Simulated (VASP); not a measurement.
# BN (F-43m) in VASP: notebook

BN is run at these levels: PBEsol, PBE; tasks: vibrations by perturbation theory, G0W0 quasiparticle levels.

All numbers are computed with VASP 6.6.1; they aren't measurements. Logs are shortened: lines on timing, memory, paths and dates and some standing lists are left out, and cuts for length are marked.

### Step 1. The cell of the first run

The structure is cubic, space group F-43m (No. 216). Conventional cell: a = 3.606 Å, b = 3.606 Å, c = 3.606 Å, α = 90.00°, β = 90.00°, γ = 90.00°. B (site symmetry -43m) has 4 N at 1.56 Å within 2.1 Å. N (site symmetry -43m) has 4 B at 1.56 Å within 2.1 Å.

### Step 2. Vibrations by perturbation theory, PBEsol

Contents of INCAR:

```
ALGO     = Normal         # electronic algorithm
EDIFF    = 1E-8           # SCF threshold, eV
ENCUT    = 600            # plane-wave cutoff, eV
GGA      = PS             # functional
GGA_COMPAT= F            
IBRION   = 8              # ionic algorithm
ISIF     = 2              # what is computed and relaxed
ISMEAR   = 0              # smearing method
LASPH    = T              # aspherical terms in the spheres
LCHARG   = F              # write CHGCAR
LEPSILON = T              # dielectric tensor by DFPT
LREAL    = F              # projectors in reciprocal space
LWAVE    = F              # write WAVECAR
NBANDS   = 11             # bands
NELM     = 120            # most SCF steps
NSW      = 1              # ionic steps
PREC     = Accurate       # precision mode
SIGMA    = 0.01           # smearing width, eV
```

Contents of KPOINTS:

```
k-points
0
Gamma
  10 10 10
```

Contents of POSCAR:

```
BN
1.0
    0.0000000000      1.8028461205      1.8028461205
    1.8028461205      0.0000000000      1.8028461205
    1.8028461205      1.8028461205      0.0000000000
B N
1 1
Direct
    0.0000000000      0.0000000000      0.0000000000
    0.2500000000      0.2500000000      0.2500000000
```

Potentials or basis: VASP PAW PBE potentials, release 64 (B, N).

Command:

```sh
$ cat potpaw_PBE.64/B/POTCAR potpaw_PBE.64/N/POTCAR > POTCAR
$ mpirun -np 1 vasp_std > vasp.out
```

OUTCAR:

```text
EDIFF = 1E-8
   ENCUT = 600
   GGA = PS
   IBRION = 8
   ISIF = 2
   ISMEAR = 0
   LASPH = T
   LEPSILON = T
   LREAL = F
   NELM = 120
   NSW = 1
   PREC = Accurate

 ion  position               nearest neighbor table
   1  0.000  0.000  0.000-   2 1.56   2 1.56   2 1.56   2 1.56
   2  0.250  0.250  0.250-   1 1.56   1 1.56   1 1.56   1 1.56

  LATTYP: Found a face centered cubic cell.
 ALAT       =     3.6056922410

  Lattice vectors:

 A1 = (   0.0000000000,   1.8028461205,   1.8028461205)
 A2 = (   1.8028461205,   0.0000000000,   1.8028461205)
 A3 = (   1.8028461205,   1.8028461205,   0.0000000000)

Analysis of symmetry for initial positions (statically):
=====================================================================
 Subroutine PRICEL returns:
 Original cell was already a primitive cell.

 Routine SETGRP: Setting up the symmetry group for a
 face centered cubic supercell.

 Subroutine GETGRP returns: Found 24 space group operations
 (whereof 24 operations were pure point group operations)
 out of a pool of 48 trial point group operations.

The static configuration has the point symmetry T_d .

Analysis of symmetry for dynamics (positions and initial velocities):
=====================================================================
 Subroutine PRICEL returns:
 Original cell was already a primitive cell.

 Routine SETGRP: Setting up the symmetry group for a
 face centered cubic supercell.

 Subroutine GETGRP returns: Found 24 space group operations
 (whereof 24 operations were pure point group operations)
 out of a pool of 48 trial point group operations.

The dynamic configuration has the point symmetry T_d .

 Subroutine INISYM returns: Found 24 space group operations
 (whereof 24 operations are pure point group operations),
 and found     1 'primitive' translations

----------------------------------------------------------------------------------------

                                     Primitive cell

  volume of cell :      11.7194

  direct lattice vectors                    reciprocal lattice vectors
     0.000000000  1.802846120  1.802846120    -0.277339255  0.277339255  0.277339255
     1.802846120  0.000000000  1.802846120     0.277339255 -0.277339255  0.277339255
     1.802846120  1.802846120  0.000000000     0.277339255  0.277339255 -0.277339255

  length of vectors
     2.549609434  2.549609434  2.549609434     0.480365681  0.480365681  0.480365681

  position of ions in fractional coordinates (direct lattice)
     0.000000000  0.000000000  0.000000000
     0.250000000  0.250000000  0.250000000

  ion indices of the primitive-cell ions
   primitive index   ion index
                 1           1
                 2           2

----------------------------------------------------------------------------------------

 KPOINTS: k-points

Automatic generation of k-mesh.
 Grid dimensions read from file:
 generate k-points for:   10   10   10

 Generating k-lattice:

[... 483 lines left out ...]
 ------------------------------------------------------

 Free energy of the ion-electron system (eV)
  ---------------------------------------------------
  ---------------------------------------------------
  free energy    TOTEN  =        -0.12599134 eV

  energy without entropy =       -0.12599134

------------------------ aborting loop because EDIFF is reached ----------------------------------------

--------------------------------------- Ionic step        2  -------------------------------------------

------------------------ aborting loop because EDIFF is reached ----------------------------------------

--------------------------------------- Ionic step        3  -------------------------------------------

------------------------ aborting loop because EDIFF is reached ----------------------------------------

 PIEZOELECTRIC TENSOR FIELD DIRECTION 3  (e Angst)
 -----------------------------------------------------------------------------
    -0.00030 -0.75274  0.00000           ( -0.00000 -0.00378  0.00000)
    -0.75274 -0.00030  0.00000           ( -0.00378 -0.00000  0.00000)
     0.00000  0.00000  0.00022           (  0.00000  0.00000 -0.00000)

 PIEZOELECTRIC TENSOR FIELD DIRECTION 3  (C/m^2)
 -----------------------------------------------------------------------------
    -0.00041 -1.02909  0.00000
    -1.02909 -0.00041  0.00000
     0.00000  0.00000  0.00031

--------------------------------------- Ionic step        4  -------------------------------------------

------------------------ aborting loop because EDIFF is reached ----------------------------------------

[... ionic steps 5 to 6 ...]

--------------------------------------- Ionic step        7  -------------------------------------------

 Free energy of the ion-electron system (eV)
  ---------------------------------------------------
  ---------------------------------------------------
  free energy    TOTEN  =        -0.22932466 eV

  energy without entropy =       -0.22932466

------------------------ aborting loop because EDIFF is reached ----------------------------------------

 INTERNAL STRAIN TENSOR  FOR ION    2  DIRECTION 1   (eV/Angst):
 -----------------------------------------------------------------------------
    -0.02005  0.00000  0.00000
     0.00000  0.01134 -2.55642
     0.00000 -2.55642  0.01134

 MACROSCOPIC STATIC DIELECTRIC TENSOR (including local field effects in DFT)
 ------------------------------------------------------
           4.632728     0.000000     0.000000
           0.000000     4.632728     0.000000
          -0.000000    -0.000000     4.632728
 ------------------------------------------------------

 PIEZOELECTRIC TENSOR (including local field effects)  for field in x, y, z        (e  Angst)
          XX          YY          ZZ          XY          YZ          ZX
  --------------------------------------------------------------------------------
  x    -0.00000    -0.00000     0.00000     0.00000    -0.75325     0.00000
  y     0.00000    -0.00000    -0.00000     0.00000     0.00000    -0.75325
  z     0.00000    -0.00000    -0.00000    -0.75325     0.00000     0.00000

 PIEZOELECTRIC TENSOR (including local field effects)  for field in x, y, z        (C/m^2)
          XX          YY          ZZ          XY          YZ          ZX
  --------------------------------------------------------------------------------
  x    -0.00000    -0.00000     0.00000     0.00000    -1.02977     0.00000
  y     0.00000    -0.00000    -0.00000     0.00000     0.00000    -1.02977
  z     0.00000    -0.00000    -0.00000    -1.02977     0.00000     0.00000

 BORN EFFECTIVE CHARGES (including local field effects) (in |e|, cummulative output)
 ---------------------------------------------------------------------------------
 ion    1
    1     1.89899     0.00000    -0.00000
    2    -0.00000     1.89899     0.00000
    3    -0.00000     0.00000     1.89899
 ion    2
    1    -1.89899     0.00000     0.00000
    2     0.00000    -1.89899    -0.00000
    3     0.00000    -0.00000    -1.89899

 INTERNAL STRAIN TENSOR FOR ION    2 for displacements in x,y,z  (eV/Angst):
          X           Y           Z          XY          YZ          ZX
  --------------------------------------------------------------------------------
  x     0.00000    -0.00000    -0.00000     0.00000    -2.55642     0.00000
  y     0.00000    -0.00000     0.00000     0.00000     0.00000    -2.55642
  z    -0.00000    -0.00000     0.00000    -2.55642     0.00000     0.00000

 SECOND DERIVATIVES (NOT SYMMETRIZED)
 ------------------------------------
               1X          1Y          1Z          2X          2Y          2Z
  1X   -24.737529    0.000000    0.000000   24.737529    0.000000    0.000000
  1Y     0.000000  -24.737529    0.000000    0.000000   24.737529    0.000000
  1Z     0.000000    0.000000  -24.737529    0.000000    0.000000   24.737529
  2X    24.738330    0.000000    0.000000  -24.738330    0.000000    0.000000
  2Y     0.000000   24.738330    0.000000    0.000000  -24.738330    0.000000
  2Z     0.000000    0.000000   24.738330    0.000000    0.000000  -24.738330

 Eigenvectors and eigenvalues of the dynamical matrix
 ----------------------------------------------------

   1 f  =   31.481135 THz   197.801802 2PiTHz 1050.097616 cm-1   130.195452 meV
             X         Y         Z           dx          dy          dz
      0.000000  0.000000  0.000000    -0.751183    0.000000    0.000000
      0.901423  0.901423  0.901423     0.660094    0.000000    0.000000
[... 21 lines left out ...]
   6 f/i=    0.000253 THz     0.001588 2PiTHz    0.008431 cm-1     0.001045 meV
             X         Y         Z           dx          dy          dz
      0.000000  0.000000  0.000000     0.000000   -0.660094    0.000000
      0.901423  0.901423  0.901423     0.000000   -0.751183    0.000000

--------------------------------------------------------------------------------------------------------

 MACROSCOPIC STATIC DIELECTRIC TENSOR IONIC CONTRIBUTION
 ------------------------------------------------------
           2.250834     0.000000     0.000000
           0.000000     2.250834    -0.000000
           0.000000    -0.000000     2.250834
 ------------------------------------------------------

 ELASTIC MODULI CONTR FROM IONIC RELAXATION (kBar)
 Direction    XX          YY          ZZ          XY          YZ          ZX
 --------------------------------------------------------------------------------
 XX          -0.0000      0.0000      0.0000     -0.0000      0.0000      0.0000
 YY           0.0000     -0.0000      0.0000     -0.0000      0.0000     -0.0000
 ZZ           0.0000      0.0000     -0.0000      0.0000     -0.0000     -0.0000
 XY          -0.0000     -0.0000      0.0000    -33.5927     -0.0000      0.0000
 YZ           0.0000      0.0000     -0.0000     -0.0000    -33.5927     -0.0000
 ZX           0.0000     -0.0000     -0.0000      0.0000     -0.0000    -33.5927
 --------------------------------------------------------------------------------

 PIEZOELECTRIC TENSOR IONIC CONTR  for field in x, y, z        (C/m^2)
          XX          YY          ZZ          XY          YZ          ZX
  --------------------------------------------------------------------------------
  x    -0.00000    -0.00000     0.00000     0.00000     0.25874     0.00000
  y    -0.00000     0.00000     0.00000    -0.00000     0.00000     0.25874
  z     0.00000     0.00000    -0.00000     0.25874     0.00000    -0.00000
```

Wall time 66 s (1 thread of Intel Xeon 6975P-C (Granite Rapids), shared host); peak memory 0.18 GiB.

What came out:

```
Electronic dielectric tensor (diagonal)                 : 4.63
Born charges (mean of the diagonal)                     : B +1.90; N -1.90 e
Highest phonon frequency at Γ, LO-TO splitting left out : 1050 cm⁻¹
```

Phonon frequencies in cm⁻¹ (negative: imaginary):
```
              q point           frequencies
(0.000, 0.000, 0.000)  0 0 0 1050 1050 1050
```

Electronic dielectric tensor:
```
4.63 0.00 0.00
0.00 4.63 0.00
0.00 0.00 4.63
```

Born effective charge tensors (e):
atom 1, B
```
1.90 0.00 0.00
0.00 1.90 0.00
0.00 0.00 1.90
```
atom 2, N
```
-1.90  0.00  0.00
 0.00 -1.90  0.00
 0.00  0.00 -1.90
```

Caveat: the PAW data sets were made with another functional, which shifts forces and pressure a little.

### Step 3. G0W0 quasiparticle levels, PBE

This run uses another cell than the first one, of 5.88 Å³/atom.

Contents of POSCAR:

```
BN
1.0
    0.0000000000      1.8048245570      1.8048245570
    1.8048245570      0.0000000000      1.8048245570
    1.8048245570      1.8048245570      0.0000000000
B N
1 1
Direct
    0.0000000000      0.0000000000      0.0000000000
    0.2500000000      0.2500000000      0.2500000000
```

Contents of INCAR.step1:

```
SYSTEM = BN
  PREC = Accurate
  ENCUT = 500
  EDIFF = 1E-8
  ISMEAR = 0
  SIGMA = 0.01
  LREAL = .False.
  LASPH = .True.
  NELM = 80
  ALGO = Normal
  LWAVE = .True.
  LCHARG = .False.
  GGA = PE
```

Contents of INCAR.step2:

```
SYSTEM = BN
  PREC = Accurate
  ENCUT = 500
  EDIFF = 1E-8
  ISMEAR = 0
  SIGMA = 0.01
  LREAL = .False.
  LASPH = .True.
  NELM = 1
  ALGO = Exact
  LWAVE = .True.
  LCHARG = .False.
  GGA = PE
  NBANDS = 91
  LOPTICS = .True.
  ISTART = 1
```

Contents of INCAR.step3:

```
SYSTEM = BN
  PREC = Accurate
  ENCUT = 500
  EDIFF = 1E-8
  ISMEAR = 0
  SIGMA = 0.01
  LREAL = .False.
  LASPH = .True.
  ALGO = EVGW0
  LWAVE = .False.
  LCHARG = .False.
  GGA = PE
  NELMGW = 1
  NBANDS = 91
  ENCUTGW = 200
  NOMEGA = 96
  PRECFOCK = Fast
  ISTART = 1
  NBANDSGW = 12
  OMEGAMAX = 30
```

Contents of KPOINTS:

```
regular mesh
0
Gamma
  6 6 6
  0 0 0
```

Potentials or basis: VASP PAW PBE potentials, release 64 (B_GW, N_GW).

Command:

```sh
$ cat potpaw_PBE.64/B_GW/POTCAR potpaw_PBE.64/N_GW/POTCAR > POTCAR
$ cp INCAR.step1 INCAR
$ mpirun -np 1 vasp_std > vasp.out
$ cp INCAR.step2 INCAR
$ mpirun -np 1 vasp_std > vasp.out
$ cp INCAR.step3 INCAR
$ mpirun -np 1 vasp_std > vasp.out
```

OUTCAR:

```text
SYSTEM = BN
   PREC = Accurate
   ENCUT = 500
   EDIFF = 1E-8
   ISMEAR = 0
   LREAL = .False.
   LASPH = .True.
   GGA = PE
   NELMGW = 1
   ENCUTGW = 200
   PRECFOCK = Fast
   ISTART = 1

 ion  position               nearest neighbor table
   1  0.000  0.000  0.000-   2 1.56   2 1.56   2 1.56   2 1.56
[... 192 lines left out ...]
      2       7.5171       6.5431     -19.4818     -18.2998     -21.9092       0.8240       2.0000       0.0408
      3       7.5171       6.5431     -19.4818     -18.2998     -21.9092       0.8240       2.0000       0.0408
      4       7.5171       6.5431     -19.4818     -18.2998     -21.9092       0.8240       2.0000       0.0408
      5      16.3586      17.6010     -12.3139     -13.8009      -7.0177       0.8355       0.0000      -0.0669
      6      16.3586      17.6010     -12.3139     -13.8009      -7.0177       0.8355       0.0000      -0.0669
      7      16.3586      17.6010     -12.3139     -13.8009      -7.0177       0.8355       0.0000      -0.0669
      8      17.9365      18.9601     -14.1909     -15.4444      -8.3820       0.8166       0.0000      -0.0830
      9      32.3460      32.7016     -11.0059     -11.4569      -3.3124       0.7885       0.0000      -0.5001
     10      35.3495      36.3944     -12.0936     -13.3424      -5.4646       0.8367       0.0000      -0.5174
     11      35.3495      36.3944     -12.0936     -13.3424      -5.4646       0.8367       0.0000      -0.5174
     12      35.9536      36.3707     -10.6022     -11.1067      -3.0540       0.8265       0.0000      -0.9032
[... 228 lines left out ...]
      1      -6.9250      -8.5543     -19.6757     -17.4809     -26.9063       0.7423       2.0000       0.5662
      2      -0.7040      -2.4345     -17.6794     -15.4654     -22.1106       0.7817       2.0000       0.1103
      3       1.2943      -0.2271     -17.7185     -15.8126     -21.4612       0.7983       2.0000       0.0782
      4       1.3344      -0.1210     -17.1495     -15.3355     -20.6535       0.8023       2.0000       0.0740
      5      15.3084      16.2072     -12.8299     -13.9037      -7.8517       0.8370       0.0000      -0.0651
      6      19.5701      20.5849     -12.3375     -13.5608      -6.6699       0.8295       0.0000      -0.0794
      7      22.6632      24.0990     -13.3959     -15.2165      -6.4472       0.7886       0.0000      -0.1362
      8      24.3752      25.8942     -13.6786     -15.6215      -6.4999       0.7818       0.0000      -0.1585
      9      27.1737      28.5989     -14.3984     -16.2398      -6.8276       0.7739       0.0000      -0.2409
     10      33.4908      34.7983     -12.2714     -13.9142      -4.2245       0.7959       0.0000      -0.6721
     11      37.7927      38.6527     -11.8346     -12.8791      -4.1988       0.8234       0.0000      -0.9081
     12      40.9415      42.0474     -11.6094     -12.9550      -3.8572       0.8220       0.0000      -1.0056
```

OUTCAR.step1:

```text
SYSTEM = BN
   PREC = Accurate
   ENCUT = 500
   EDIFF = 1E-8
   ISMEAR = 0
   LREAL = .False.
   LASPH = .True.
[... 386 lines left out ...]
      0.00000      0.00000      0.00000         0.000000      0.000000     -0.000000
      0.90241      0.90241      0.90241        -0.000000     -0.000000      0.000000
 -----------------------------------------------------------------------------------
    total drift:                                0.000001      0.000001      0.000001

  FREE ENERGIE OF THE ION-ELECTRON SYSTEM (eV)
  ---------------------------------------------------
  free  energy   TOTEN  =       -17.4560108120 eV

  energy  without entropy=      -17.4560108120  energy(sigma->0) =      -17.45601081
```

Wall time 66 s (1 thread of Intel Xeon 6975P-C (Granite Rapids), shared host); peak memory 0.29 GiB.

What came out:

| Item | Value |
| --- | --- |
| Quasiparticle gap | 6.06 eV |
| Least direct quasiparticle gap | 11.06 eV |
| Band gap of the starting levels on the mesh | 4.47 eV |
| Least direct gap of the starting levels on the mesh | 8.84 eV |

Caveat: the k points lie up to 0.50 Å⁻¹ apart; the cutoff is under 1.25 times the usual one of these potentials, so pressure, stress and relaxed cells hold a basis-set (Pulay) error; bands, screening cutoff and mesh are small and nothing is extrapolated, so the quasiparticle values aren't converged.
